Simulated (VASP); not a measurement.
# TiO2 (Anatase) (I4_1/amd) in VASP: notebook

The runs below take TiO2 (Anatase) through single point, with LDA.

All numbers are computed with VASP 6.6.1; they aren't measurements. Logs are shortened: lines on timing, memory, paths and dates and some standing lists are left out, and cuts for length are marked.

## Step 1: The cell of the first run

Symmetry: I4_1/amd, No. 141, tetragonal system. Conventional cell: a = 3.626 Å, b = 3.626 Å, c = 9.118 Å, α = 90.00°, β = 90.00°, γ = 90.00°. Ti (site symmetry -4m2) has 6 O at 1.85 to 1.90 Å within 2.5 Å. O (site symmetry 2mm) has 3 Ti at 1.85 to 1.90 Å and 2 O at 2.36 Å within 2.5 Å.

## Step 2: Single point, LDA

INCAR reads:

```
SYSTEM = TiO2
PREC = Accurate
ENCUT = 520
EDIFF = 1E-7
ISMEAR = 0
SIGMA = 0.01
LREAL = .False.
LASPH = .True.
NELM = 100
ALGO = Normal
ISIF = 2
LWAVE = .False.
LCHARG = .False.
NBANDS = 33
```

KPOINTS reads:

```
regular mesh
0
Gamma
  8 8 8
  0 0 0
```

POSCAR reads:

```
TiO2
1.0
   -1.8131691023      1.8131691023      4.5588443372
    1.8131691023     -1.8131691023      4.5588443372
    1.8131691023      1.8131691023     -4.5588443372
Ti O
2 4
Direct
    0.0000000000      0.0000000000      0.0000000000
    0.7500000000      0.2500000000      0.5000000000
    0.2081000000      0.2081000000      0.0000000000
    0.9581000000      0.4581000000      0.5000000000
    0.5419000000      0.0419000000      0.5000000000
    0.7919000000      0.7919000000      0.0000000000
```

Potentials or basis: VASP PAW LDA potentials, release 64 (Ti_sv, O).

Run with:

```sh
cat potpaw_LDA.64/Ti_sv/POTCAR potpaw_LDA.64/O/POTCAR > POTCAR
mpirun -np 1 vasp_std > vasp.out
```

OUTCAR:

```text
SYSTEM = TiO2
   PREC = Accurate
   ENCUT = 520
   EDIFF = 1E-7
   ISMEAR = 0
   LREAL = .False.
   LASPH = .True.
   NELM = 100
   ISIF = 2

 ion  position               nearest neighbor table
   1  0.000  0.000  0.000-   5 1.85   4 1.85   5 1.85   4 1.85   3 1.90   6 1.90   2 2.91   2 2.91
                             2 2.91   2 2.91
   2  0.750  0.250  0.500-   6 1.85   3 1.85   6 1.85   3 1.85   4 1.90   5 1.90   1 2.91   1 2.91
                             1 2.91   1 2.91
   3  0.208  0.208  0.000-   2 1.85   2 1.85   1 1.90
   4  0.958  0.458  0.500-   1 1.85   1 1.85   2 1.90
   5  0.542  0.042  0.500-   1 1.85   1 1.85   2 1.90
   6  0.792  0.792  0.000-   2 1.85   2 1.85   1 1.90

  LATTYP: Found a body centered tetragonal cell.
 ALAT       =     3.6263382046
 C/A-ratio  =     2.5142962846

  Lattice vectors:

 A1 = (  -1.8131691023,   1.8131691023,   4.5588443372)
 A2 = (   1.8131691023,  -1.8131691023,   4.5588443372)
 A3 = (   1.8131691023,   1.8131691023,  -4.5588443372)

Analysis of symmetry for initial positions (statically):
=====================================================================
 Subroutine PRICEL returns:
 Original cell was already a primitive cell.

 Routine SETGRP: Setting up the symmetry group for a
 body centered tetragonal supercell.

 Subroutine GETGRP returns: Found 16 space group operations
 (whereof  8 operations were pure point group operations)
 out of a pool of 16 trial point group operations.

The static configuration has the point symmetry D_2d.
 The point group associated with its full space group is D_4h.

Analysis of symmetry for dynamics (positions and initial velocities):
=====================================================================
 Subroutine PRICEL returns:
 Original cell was already a primitive cell.

 Routine SETGRP: Setting up the symmetry group for a
 body centered tetragonal supercell.

 Subroutine GETGRP returns: Found 16 space group operations
 (whereof  8 operations were pure point group operations)
 out of a pool of 16 trial point group operations.

The dynamic configuration has the point symmetry D_2d.
 The point group associated with its full space group is D_4h.

 Subroutine INISYM returns: Found 16 space group operations
 (whereof  8 operations are pure point group operations),
 and found     1 'primitive' translations

----------------------------------------------------------------------------------------

                                     Primitive cell

  volume of cell :      59.9503

  direct lattice vectors                    reciprocal lattice vectors
    -1.813169102  1.813169102  4.558844337     0.000000000  0.275760269  0.109676919
     1.813169102 -1.813169102  4.558844337     0.275760269  0.000000000  0.109676919
     1.813169102  1.813169102 -4.558844337     0.275760269  0.275760269  0.000000000

  length of vectors
     5.230509160  5.230509160  5.230509160     0.296770539  0.296770539  0.389983913

  position of ions in fractional coordinates (direct lattice)
     0.000000000  0.000000000  0.000000000
     0.750000000  0.250000000  0.500000000
     0.208100000  0.208100000  0.000000000
     0.958100000  0.458100000  0.500000000
     0.541900000  0.041900000  0.500000000
     0.791900000  0.791900000  0.000000000

  ion indices of the primitive-cell ions
   primitive index   ion index
                 1           1
                 2           2
                 3           3
                 4           4
                 5           5
                 6           6

----------------------------------------------------------------------------------------

 KPOINTS: regular mesh

Automatic generation of k-mesh.
 Grid dimensions read from file:
 generate k-points for:    8    8    8

 Generating k-lattice:

  Cartesian coordinates                     Fractional coordinates (reciprocal lattice)
     0.000000000  0.034470034  0.013709615     0.125000000 -0.000000000  0.000000000
     0.034470034  0.000000000  0.013709615    -0.000000000  0.125000000  0.000000000
     0.034470034  0.034470034  0.000000000     0.000000000  0.000000000  0.125000000

  Length of vectors
     0.037096317  0.037096317  0.048747989

  Shift w.r.t. Gamma in fractional coordinates (k-lattice)
     0.000000000  0.000000000  0.000000000

 Subroutine IBZKPT returns following result:
 ===========================================

 Found     59 irreducible k-points:

 Following reciprocal coordinates:
            Coordinates               Weight
  0.000000  0.000000  0.000000      1.000000
  0.125000  0.000000  0.000000      8.000000
  0.250000  0.000000  0.000000      8.000000
  0.375000  0.000000 -0.000000      8.000000
  0.500000  0.000000  0.000000      4.000000
  0.125000  0.125000  0.000000      8.000000
[... 16 lines left out ...]
  0.250000  0.125000  0.125000     16.000000
  0.375000  0.125000  0.125000      8.000000
 [... further k-points ...]
   k-points           NKPTS =     59   k-points in BZ     NKDIM =     59   number of bands    NBANDS=     33
   number of dos      NEDOS =    301   number of ions     NIONS =      6
   total plane-waves  NPLWV =  64000
   dimension x,y,z NGX =    40 NGY =   40 NGZ =   40
   dimension x,y,z NGXF=    80 NGYF=   80 NGZF=   80
   ions per type =               2   4
   NGX,Y,Z   is equivalent  to a cutoff of  12.71, 12.71, 12.71 a.u.
   NGXF,Y,Z  is equivalent  to a cutoff of  25.43, 25.43, 25.43 a.u.
 SYSTEM =  TiO2
   PREC   = accura    normal or accurate (medium, high low for compatibility)
   ISTART =      0    job   : 0-new  1-cont  2-samecut
   ICHARG =      2    charge: 1-file 2-atom 10-const
   ISPIN  =      1    spin polarized calculation?
   LNONCOLLINEAR =      F non collinear calculations
   LSORBIT =      F    spin-orbit coupling
   LASPH  =      T    aspherical Exc in radial PAW
   ENCUT  =  520.0 eV  38.22 Ry    6.18 a.u.   9.73  9.73  9.73*2*pi/ulx,y,z
   NELM   =    100;   NELMIN=  2; NELMDL= -5     # of ELM steps
   EDIFF  = 0.1E-06   stopping-criterion for ELM
   LREAL  =      F    real-space projection
   EDIFFG = 0.1E-05   stopping-criterion for IOM
   NSW    =      0    number of steps for IOM
   IBRION =     -1    ionic relax: 0-MD 1-quasi-New 2-CG
   NFREE  =      0    steps in history (QN), initial steepest desc. (CG)
   ISIF   =      2    stress and relaxation
   ISYM   =      2    0-nonsym 1-usesym 2-fastsym
   POTIM  = 0.5000    time-step for ionic-motion
   TEBEG  =    0.0;   TEEND  =   0.0 temperature during run
   PSTRESS=    0.0 pullay stress
   NELECT =      48.0000    total number of electrons
   NUPDOWN=      -1.0000    fix difference up-down
   EMIN   =  10.00;   EMAX   =-10.00  energy-range for DOS
   EFERMI =   0.00;   METHOD = LEGACY
   ISMEAR =     0;   SIGMA  =   0.01  broadening in eV -4-tet -1-fermi 0-gaus
   EFERMI_NEDOS =   21; number of points for ismear=-14 and -15
   IALGO  =     38    algorithm
   IMIX   =      4    mixing-type and parameters
     AMIX     =   0.40;   BMIX     =  1.00
     AMIX_MAG =   1.60;   BMIX_MAG =  1.00
  volume/ion in A,a.u.               =       9.99        67.43
  Fermi-wavevector in a.u.,A,eV,Ry     =   1.520168  2.872700 31.441830  2.310909
  Thomas-Fermi vector in A             =   2.629055
   LORBIT       =      0    0 simple, 1 ext, 2 COOP (PROOUT), +10 PAW based schemes
   GGA     = CA    functional components
   LHFCALC =     F    Hartree Fock is set to
   AEXX    =    0.0000 exact exchange contribution
   IVDW    =     0    specifies the selected vdW correction
   LEPSILON=     F    determine dielectric tensor
   LRPA    =     F    only Hartree local field effects (RPA)
 non-spin polarized calculation
 Gauss-broadening in eV      SIGMA  =   0.01
  energy-cutoff  :      520.00
  volume of cell :       59.95
 maximum number of plane-waves:      1641
   NGX = 19   NGY = 19   NGZ = 19

 number of electron      48.0000000 magnetization

 Free energy of the ion-electron system (eV)
  ---------------------------------------------------
  ext. energy  EPLUGINS =         0.00000000
  ---------------------------------------------------
  free energy    TOTEN  =       -58.26495573 eV

  energy without entropy =      -58.26495573  energy(sigma->0) =      -58.26495573

 E-fermi :   4.4381     XC(G=0): -12.0029

 val. band max:        4.2940911828   @ k =   0.5000   0.5000   0.5000
 cond. band min:       6.5729038748   @ k =   0.0000   0.0000   0.0000
 fundamental gap:      2.2788126919
 Fermi energy:         4.4381094716

 k-point     1 :       0.0000    0.0000    0.0000
  band No.  band energies     occupation
      1     -50.8341      2.00000
      2     -50.7161      2.00000
      3     -27.9638      2.00000
      4     -27.5570      2.00000
      5     -27.5570      2.00000
      6     -27.4348      2.00000
[... 25 lines left out ...]
     32      10.8315      0.00000
     33      11.2756      0.00000

 k-point     2 :       0.1250    0.0000    0.0000
  band No.  band energies     occupation
      1     -50.8300      2.00000
      2     -50.7188      2.00000
      3     -27.9568      2.00000
      4     -27.5928      2.00000
      5     -27.5596      2.00000
      6     -27.4496      2.00000
[... 25 lines left out ...]
     32      10.9698      0.00000
     33      11.3154      0.00000

 k-point     3 :       0.2500    0.0000    0.0000
  band No.  band energies     occupation
      1     -50.8193      2.00000
      2     -50.7262      2.00000
      3     -27.9410      2.00000
      4     -27.6747      2.00000
      5     -27.5650      2.00000
      6     -27.4788      2.00000
[... 25 lines left out ...]
     32      11.3567      0.00000
     33      11.8121      0.00000

 k-point     4 :       0.3750    0.0000   -0.0000
  band No.  band energies     occupation
      1     -50.8064      2.00000
      2     -50.7358      2.00000
      3     -27.9259      2.00000
      4     -27.7561      2.00000
      5     -27.5696      2.00000
      6     -27.4953      2.00000
[... 673 lines left out ...]
     32      12.2147      0.00000
     33      12.5382      0.00000

 k-point    23 :       0.2500    0.1250    0.1250
  band No.  band energies     occupation
      1     -50.7958      2.00000
      2     -50.7414      2.00000
      3     -27.9261      2.00000
      4     -27.7913      2.00000
      5     -27.6347      2.00000
      6     -27.5583      2.00000
[... 25 lines left out ...]
     32      12.2593      0.00000
     33      12.7785      0.00000

 k-point    24 :       0.3750    0.1250    0.1250
  band No.  band energies     occupation
      1     -50.7887      2.00000
      2     -50.7471      2.00000
      3     -27.9180      2.00000
      4     -27.8243      2.00000
      5     -27.6381      2.00000
      6     -27.5686      2.00000
[... 25 lines left out ...]
     32      12.2058      0.00000
     33      12.8527      0.00000

 [... further k-points ...]
[... 5 lines left out ...]
  --------------------------------------------------------------------------------------
  -------------------------------------------------------------------------------------
  Total       10.8854627     10.8854627     12.0849048      0.0000000     -0.0000000      0.0000000
  in kB      290.9149929    290.9149929    322.9701920      0.0000000     -0.0000000      0.0000000
  external PRESSURE =     301.6000593 kB  Pullay stress =       0.0000000 kB

 VOLUME and BASIS-vectors are now :
 -----------------------------------------------------------------------------
  energy-cutoff  :      520.00
  volume of cell :       59.95
      direct lattice vectors                 reciprocal lattice vectors
    -1.813169102  1.813169102  4.558844337     0.000000000  0.275760269  0.109676919
     1.813169102 -1.813169102  4.558844337     0.275760269  0.000000000  0.109676919
     1.813169102  1.813169102 -4.558844337     0.275760269  0.275760269  0.000000000

 POSITION                                       TOTAL-FORCE (eV/Angst)
 -----------------------------------------------------------------------------------
      0.00000      0.00000      0.00000         0.000000      0.000000      0.000000
     -0.00000      1.81317      2.27942         0.000000      0.000000     -0.000000
      0.00000      0.00000      1.89739        -0.000000     -0.000000      0.808455
      0.00000      1.81317      4.17681         0.000000      0.000000      0.808455
      0.00000      1.81317      0.38203         0.000000      0.000000     -0.808455
      0.00000      0.00000      7.22030        -0.000000     -0.000000     -0.808455
 -----------------------------------------------------------------------------------
    total drift:                                0.000000      0.000000     -0.000000

  FREE ENERGIE OF THE ION-ELECTRON SYSTEM (eV)
  ---------------------------------------------------
  free  energy   TOTEN  =       -58.2649557307 eV

  energy  without entropy=      -58.2649557307  energy(sigma->0) =      -58.26495573
```

Wall time 2.4 min (1 thread of AMD EPYC 9R45 (Zen 5), shared host); peak memory 0.22 GiB.

What came out:

```yaml
Free_energy: -58.2650 eV
Pressure: 30.2 GPa
Largest_force: 0.808 eV/Å
Band_gap_on_the_k_mesh: 2.28 eV, indirect (least direct gap 2.57 eV)
```

Forces on the atoms (eV/Å):
```
Ti   0.000  0.000  0.000
Ti   0.000  0.000  0.000
O    0.000  0.000  0.808
O    0.000  0.000  0.808
O    0.000  0.000 -0.808
O    0.000  0.000 -0.808
```

Stress tensor (GPa, compression positive):
```
29.09  0.00  0.00
 0.00 29.09  0.00
 0.00  0.00 32.30
```

Levels at points of the mesh, in eV from the valence-band top:
```tsv
k point	band 21	band 22	band 23	band 24	band 25	band 26	band 27	band 28
(0.00, 0.00, 0.00)	-0.58	-0.58	-0.57	-0.57	2.28	3.27	4.69	4.69
(0.50, 0.00, 0.00)	-2.19	-1.18	-0.60	-0.60	3.72	4.15	4.18	4.33
(0.50, 0.50, 0.00)	-2.33	-2.33	0.00	0.00	3.92	3.92	4.52	4.52
(0.50, 0.50, 0.50)	-1.26	-1.26	0.00	0.00	2.75	2.75	4.44	4.44
```

A k mesh can miss the band edges. LDA gaps usually lie below the measured ones, often by a third to a half.

## Step 3: Single point, LDA

This run uses another cell than the first one, of 10.45 Å³/atom, 1.045 times its volume.

INCAR reads:

```
SYSTEM = TiO2
PREC = Accurate
ENCUT = 520
EDIFF = 1E-6
ISMEAR = 0
SIGMA = 0.01
LREAL = .FALSE.
LASPH = .TRUE.
NELM = 100
ALGO = Normal
ISIF = 2
LWAVE = .FALSE.
LCHARG = .FALSE.
GGA = CA
NBANDS = 33
```

KPOINTS reads:

```
Automatic mesh
0
G
  8 8 8
  0 0 0
```

Changes to POSCAR since step 2:

```diff
@@ -2,5 +2,5 @@
 1.0
-   -1.8131691023      1.8131691023      4.5588443372
-    1.8131691023     -1.8131691023      4.5588443372
-    1.8131691023      1.8131691023     -4.5588443372
+   -1.8402353181      1.8402353181      4.6268968230
+    1.8402353181     -1.8402353181      4.6268968230
+    1.8402353181      1.8402353181     -4.6268968230
 Ti O
```

Potentials or basis: VASP PAW LDA potentials, release 64 (Ti_sv, O).

Run with:

```sh
cat potpaw_LDA.64/Ti_sv/POTCAR potpaw_LDA.64/O/POTCAR > POTCAR
mpirun -np 1 vasp_std > vasp.out
```

Wall time 2.2 min (1 thread of AMD EPYC 9R45 (Zen 5), shared host); peak memory 0.22 GiB.

Results (log left out):

```yaml
Free_energy: -58.6547 eV
Pressure: 15.7 GPa
Largest_force: 0.463 eV/Å
Band_gap_on_the_k_mesh: 2.20 eV, indirect (least direct gap 2.50 eV)
```

Forces on the atoms (eV/Å):
```
Ti   0.000  0.000  0.000
Ti   0.000  0.000  0.000
O    0.000  0.000  0.463
O    0.000  0.000  0.463
O    0.000  0.000 -0.463
O    0.000  0.000 -0.463
```

Stress tensor (GPa, compression positive):
```
14.90  0.00  0.00
 0.00 14.90  0.00
 0.00  0.00 17.17
```

Levels at points of the mesh, in eV from the valence-band top:
```csv
k point,band 22,band 23,band 24,band 25,band 26,band 27
"(0.00, 0.00, 0.00)",-0.65,-0.52,-0.52,2.20,3.11,4.44
"(0.50, 0.00, 0.00)",-1.09,-0.68,-0.60,3.54,3.92,3.95
"(0.50, 0.50, 0.00)",-2.23,0.00,0.00,3.70,3.70,4.26
"(0.50, 0.50, 0.50)",-1.25,-0.04,-0.04,2.63,2.63,4.19
```

A k mesh can miss the band edges.
